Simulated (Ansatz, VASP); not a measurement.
**One calculation of GaP, two programs**

File INCAR:

```
SYSTEM = GaP
ALGO = Normal
EDIFF = 1E-6
ENCUT = 520
GGA = PS
ISIF = 2
ISMEAR = 0
IVDW = 12
LASPH = .TRUE.
LCHARG = .TRUE.
LELF = .TRUE.
LREAL = .FALSE.
LVHAR = .TRUE.
LWAVE = .FALSE.
NBANDS = 16
NELM = 60
PREC = Accurate
SIGMA = 0.01
```

Contents of KPOINTS:

```
k-points
0
G
  6 6 6
  0 0 0
```

The input POSCAR:

```
GaP
1.0
    0.0000000000      2.7252500000      2.7252500000
    2.7252500000      0.0000000000      2.7252500000
    2.7252500000      2.7252500000      0.0000000000
Ga P
1 1
Direct
    0.0000000000      0.0000000000      0.0000000000
    0.2500000000      0.2500000000      0.2500000000
```

Input for Ansatz:

```yaml
crystal:
  lattice:
    - [0.0, 2.72525, 2.72525]
    - [2.72525, 0.0, 2.72525]
    - [2.72525, 2.72525, 0.0]
  atoms:
    - { symbol: Ga, position: [0.0, 0.0, 0.0] }
    - { symbol: P, position: [0.25, 0.25, 0.25] }
accuracy: low
basis:
  ecutwfc: 421.77648681281397
kpoints:
  mp_grid:
    grid: [6, 6, 6]
hamiltonian:
  xc: pbesol
  dispersion: d3bj
scf:
  convergence:
    dr2_threshold: 1.0e-06
  mixing:
    algorithm: anderson
  occupations:
    method: fixed
output:
  eigenvalues: true
```

Alike in both runs: task single point; functional PBEsol; dispersion D3(BJ); k mesh 6 × 6 × 6; no spin polarisation.

```csv
,VASP,Ansatz
version,VASP 6.6.1,Ansatz 0.2.0
potentials or method,"VASP PAW PBE potentials, release 64 (Ga_d, P), cutoff 520 eV","plane waves, PAW"
occupations,"gaussian, width 0.01 eV",fixed
valence electrons in the cell,18,18
```

|  | VASP | Ansatz | Ansatz less VASP |
| --- | --- | --- | --- |
| gap on the k mesh at the Fermi level (eV) | 1.51 | 1.51 | -0.002 |

VASP's potentials were made for PBE, not for PBEsol.
